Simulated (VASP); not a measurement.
Set up this calculation in VASP 6.6.1, as the native input.

```yaml
Task: single point
Functional: r2SCAN
Potentials_or_basis: VASP PAW PBE potentials, release 64 (Pt)
Cutoff: 520 eV
k_mesh: 24 × 24 × 12
Occupations: gaussian, width 0.15 eV
Spin: no spin polarisation
Dipole_correction: no
Further_INCAR_settings: ALGO = Normal; EDIFF = 1e-07; NBANDS = 17
```

Pt:

```
Pt
1.0
     2.91434    0.00000    0.00000
    -1.45717    2.52390    0.00000
     0.00000    0.00000    4.30006
Pt
2
Direct
  0.66667 0.33333 0.75000
  0.33333 0.66667 0.25000
```

This isn't the form of Pt at room conditions, which is fcc.

This cell differs from its parent crystal: ratio of the length along z to the lengths across it x 0.85, volume and fractional coordinates fixed.

These files were run (other wordings do the same):

POSCAR

```
Pt
1.0
    2.9143441186      0.0000000000      0.0000000000
   -1.4571720593      2.5238960421      0.0000000000
    0.0000000000      0.0000000000      4.3000638469
Pt
2
Direct
    0.6666666667      0.3333333333      0.7500000000
    0.3333333333      0.6666666667      0.2500000000
```

INCAR.step1

```
SYSTEM = Pt
PREC     = Accurate       ! precision mode
ENCUT    = 520            ! plane-wave cutoff, eV
ISMEAR   = 0              ! smearing method
SIGMA    = 0.15           ! smearing width, eV
LREAL    = .FALSE.        ! projectors in reciprocal space
LASPH    = .TRUE.         ! aspherical terms in the spheres
NELM     = 100            ! most SCF steps
NBANDS   = 17             ! bands
GGA      = PE             ! functional
ALGO     = Normal         ! electronic algorithm
EDIFF    = 1E-4           ! SCF threshold, eV
LWAVE    = .TRUE.         ! write WAVECAR
LCHARG   = .FALSE.        ! write CHGCAR
```

INCAR.step2

```
SYSTEM = Pt
PREC     = Accurate       ! precision mode
ENCUT    = 520            ! plane-wave cutoff, eV
EDIFF    = 1E-7           ! SCF threshold, eV
ISMEAR   = 0              ! smearing method
SIGMA    = 0.15           ! smearing width, eV
LREAL    = .FALSE.        ! projectors in reciprocal space
LASPH    = .TRUE.         ! aspherical terms in the spheres
NELM     = 100            ! most SCF steps
ALGO     = Normal         ! electronic algorithm
ISIF     = 2              ! what is computed and relaxed
LWAVE    = .FALSE.        ! write WAVECAR
LCHARG   = .FALSE.        ! write CHGCAR
METAGGA  = R2SCAN         ! meta-GGA
LMIXTAU  = .TRUE.       
NBANDS   = 17             ! bands
ISTART   = 1
```

KPOINTS

```
regular mesh
0
G
  24 24 12
  0 0 0
```

Potentials or basis: VASP PAW PBE potentials, release 64 (Pt).

Run with:

```bash
$ cat potpaw_PBE.64/Pt/POTCAR > POTCAR
$ cp INCAR.step1 INCAR
$ mpirun -np 1 vasp_std > vasp.out
$ cp INCAR.step2 INCAR
$ mpirun -np 1 vasp_std > vasp.out
```

It gave:

```json
{
 "Pressure": "-3.0 GPa",
 "Band gap on the k mesh": "zero (bands 10 and 11 overlap by 1.34 eV)"
}
```

Caveat: the PAW data sets were made with another functional, which shifts forces and pressure a little; spin-orbit coupling is left out, which moves the levels of the heavy elements.

It took 19 min on 1 thread of Intel Xeon 8259CL (shared host), peak memory 0.31 GiB.
